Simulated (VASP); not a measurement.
# Si2Mo (P6_222) in VASP: further runs, part 2 of 2

VASP 6.6.1. The steps go on from the part before.

### 3 Single point, PBEsol

This run uses another cell than the first one, of 13.22 Å³/atom, 0.993 times its volume.

Input file INCAR:

```
PREC     = Accurate       # precision mode
ENCUT    = 520            # plane-wave cutoff, eV
EDIFF    = 1E-6           # SCF threshold, eV
ISMEAR   = 0              # smearing method
SIGMA    = 0.1            # smearing width, eV
LREAL    = False          # projectors in reciprocal space
LASPH    = True           # aspherical terms in the spheres
NELM     = 60             # most SCF steps
ALGO     = Normal         # electronic algorithm
ISIF     = 2              # what is computed and relaxed
LWAVE    = False          # write WAVECAR
LCHARG   = False          # write CHGCAR
GGA      = PS             # functional
NBANDS   = 43             # bands
```

Input file KPOINTS:

```
regular mesh
0
Gamma
  12 12 6
```

Input file POSCAR:

```
Si2Mo
1.0
    4.5744403909      0.0000000000      0.0000000000
   -2.2872201955      3.9615815866      0.0000000000
    0.0000000000      0.0000000000      6.5665572496
Si Mo
6 3
Direct
    0.1641680652      0.8358319348      0.8333333333
    0.3283361304      0.1641680652      0.1666666667
    0.8358319348      0.6716638696      0.5000000000
    0.8358319348      0.1641680652      0.8333333333
    0.6716638696      0.8358319348      0.1666666667
    0.1641680652      0.3283361304      0.5000000000
    0.5000000000      0.0000000000      0.5000000000
    0.0000000000      0.5000000000      0.1666666667
    0.5000000000      0.5000000000      0.8333333333
```

Potentials or basis: VASP PAW PBE potentials, release 64 (Si, Mo_sv).

Run with:

```sh
$ cat potpaw_PBE.64/Si/POTCAR potpaw_PBE.64/Mo_sv/POTCAR > POTCAR
$ mpirun -np 1 vasp_std > vasp.out
```

OUTCAR:

```text
PREC = Accurate
   ENCUT = 520
   EDIFF = 1E-6
   ISMEAR = 0
   LREAL = False
   LASPH = True
   NELM = 60
   ISIF = 2
   GGA = PS

 ion  position               nearest neighbor table
   1  0.164  0.836  0.833-   3 2.55   2 2.55   7 2.56   8 2.56   4 2.60   9 2.63   9 2.63   9 2.66
                             4 2.66   4 2.66   6 3.14   5 3.14
   2  0.328  0.164  0.167-   6 2.55   1 2.55   7 2.56   9 2.56   5 2.60   8 2.63   8 2.63   8 2.66
                             5 2.66   5 2.66   3 3.14   4 3.14
   3  0.836  0.672  0.500-   1 2.55   5 2.55   9 2.56   8 2.56   6 2.60   7 2.63   7 2.63   7 2.66
                             6 2.66   6 2.66   2 3.14   4 3.14
   4  0.836  0.164  0.833-   6 2.55   5 2.55   7 2.56   8 2.56   1 2.60   9 2.63   9 2.63   9 2.66
                             1 2.66   1 2.66   3 3.14   2 3.14
   5  0.672  0.836  0.167-   3 2.55   4 2.55   7 2.56   9 2.56   2 2.60   8 2.63   8 2.63   8 2.66
                             2 2.66   2 2.66   6 3.14   1 3.14
   6  0.164  0.328  0.500-   4 2.55   2 2.55   9 2.56   8 2.56   3 2.60   7 2.63   7 2.63   7 2.66
                             3 2.66   3 2.66   5 3.14   1 3.14
   7  0.500  0.000  0.500-   1 2.56   4 2.56   2 2.56   5 2.56   6 2.63   3 2.63   6 2.63   3 2.63
                             6 2.66   3 2.66   8 3.17   8 3.17   9 3.17   9 3.17
[... 214 lines left out ...]
  band No.  band energies     occupation
      1     -48.1053      2.00000
      2     -48.0736      2.00000
      3     -48.0736      2.00000
      4     -22.3878      2.00000
      5     -22.3841      2.00000
      6     -22.3841      2.00000
[... 1093 lines left out ...]
     42      16.2601      0.00000
     43      16.7455      0.00000

 [... further k-points ...]
[... 5 lines left out ...]
  --------------------------------------------------------------------------------------
  -------------------------------------------------------------------------------------
  Total        0.2724460      0.2724460      0.3021570     -0.0000000      0.0000000      0.0000000
  in kB        3.6681462      3.6681462      4.0681681     -0.0000000      0.0000000      0.0000000
  external PRESSURE =       3.8014868 kB  Pullay stress =       0.0000000 kB

 VOLUME and BASIS-vectors are now :
 -----------------------------------------------------------------------------
  energy-cutoff  :      520.00
  volume of cell :      119.00
      direct lattice vectors                 reciprocal lattice vectors
     4.574440391  0.000000000  0.000000000     0.218605975  0.126212218  0.000000000
    -2.287220196  3.961581587  0.000000000     0.000000000  0.252424437  0.000000000
     0.000000000  0.000000000  6.566557250     0.000000000  0.000000000  0.152286801

 POSITION                                       TOTAL-FORCE (eV/Angst)
 -----------------------------------------------------------------------------------
     -1.16075      3.31122      5.47213        -0.001487      0.000859      0.000000
      1.12647      0.65037      1.09443        -0.001487     -0.000859      0.000000
      2.28722      2.66085      3.28328        -0.000000      0.001717      0.000000
      3.44797      0.65037      5.47213         0.001487     -0.000859      0.000000
      1.16075      3.31122      1.09443         0.001487      0.000859      0.000000
     -0.00000      1.30073      3.28328         0.000000     -0.001717      0.000000
      2.28722      0.00000      3.28328        -0.000000     -0.000000      0.000000
     -1.14361      1.98079      1.09443        -0.000000     -0.000000     -0.000000
      1.14361      1.98079      5.47213        -0.000000      0.000000     -0.000000
 -----------------------------------------------------------------------------------
    total drift:                               -0.000000     -0.000000      0.000001

  FREE ENERGIE OF THE ION-ELECTRON SYSTEM (eV)
  ---------------------------------------------------
  free  energy   TOTEN  =       -74.9880397872 eV

  energy  without entropy=      -74.9874498394  energy(sigma->0) =      -74.98774481
```

It took 7.1 min on 1 thread of Oxide Virtual Turin-like, shared host; peak memory 0.4 GiB.

Results:

```
Free energy            : -74.9880 eV
Pressure               : 0.4 GPa
Band gap on the k mesh : 0.03 eV, indirect (least direct gap 0.53 eV)
```

Caveat: the PAW data sets were made with another functional, which shifts forces and pressure a little.

### 4 Single point, PBEsol

This run uses another cell than the first one, of 13.22 Å³/atom, 0.993 times its volume.

Input file INCAR:

```
PREC = Accurate
ENCUT = 520
EDIFF = 1E-6
ISMEAR = 0
SIGMA = 0.15
LREAL = F
LASPH = T
NELM = 100
ALGO = Normal
ISIF = 2
LWAVE = F
LCHARG = F
GGA = PS
NBANDS = 43
```

KPOINTS is that of step 3.

POSCAR is that of step 3.

Run with:

```sh
$ cat potpaw_PBE.64/Si/POTCAR potpaw_PBE.64/Mo_sv/POTCAR > POTCAR
$ mpirun -np 1 vasp_std > vasp.out
```

Wall time 6.9 min (1 thread of Oxide Virtual Turin-like, shared host); peak memory 0.4 GiB.

It converged, with:

```
Free energy            : -74.9885 eV
Pressure               : 0.4 GPa
Band gap on the k mesh : 0.03 eV, indirect (least direct gap 0.53 eV)
```

Levels at points of the mesh, in eV from the valence-band top:
```
           k point  band 30  band 31  band 32  band 33  band 34  band 35  band 36  band 37
(0.00, 0.00, 0.00)    -3.05    -2.75    -2.13    -0.85     2.00     2.37     2.37     2.51
(0.50, 0.00, 0.00)    -2.19    -1.61    -1.07    -0.67     0.03     0.69     0.86     1.32
(0.00, 0.00, 0.50)    -2.34    -2.09    -0.75    -0.75     1.87     2.30     2.31     2.31
(0.50, 0.00, 0.50)    -2.69    -2.00    -1.26     0.00     0.53     1.09     1.34     1.35
```

Caveat: the PAW data sets were made with another functional, which shifts forces and pressure a little. A k mesh can miss the band edges.

### 5 The runs side by side

| cell | k mesh | smearing | gap on the mesh (eV) | pressure (GPa) |
| --- | --- | --- | --- | --- |
| a = 4.585, b = 4.585, c = 6.580 Å, angles 90.0, 90.0, 120.0°, 9 atoms | 6 × 6 × 4 | gaussian 0.1 eV | 0.04 | -1.1 |
| a = 4.574, b = 4.574, c = 6.567 Å, angles 90.0, 90.0, 120.0°, 9 atoms | 12 × 12 × 6 | gaussian 0.1 eV | 0.03 | 0.4 |
| a = 4.574, b = 4.574, c = 6.567 Å, angles 90.0, 90.0, 120.0°, 9 atoms | 12 × 12 × 6 | gaussian 0.15 eV | 0.03 | 0.4 |

Alike in all rows: task single point; level PBEsol; potentials or basis VASP PAW PBE potentials, release 64 (Si, Mo_sv); no spin polarisation; cutoff (eV) 520.

Caveats: the PAW data sets were made with another functional, which shifts forces and pressure a little.

Absolute energies hang on the potentials; compare differences alone.
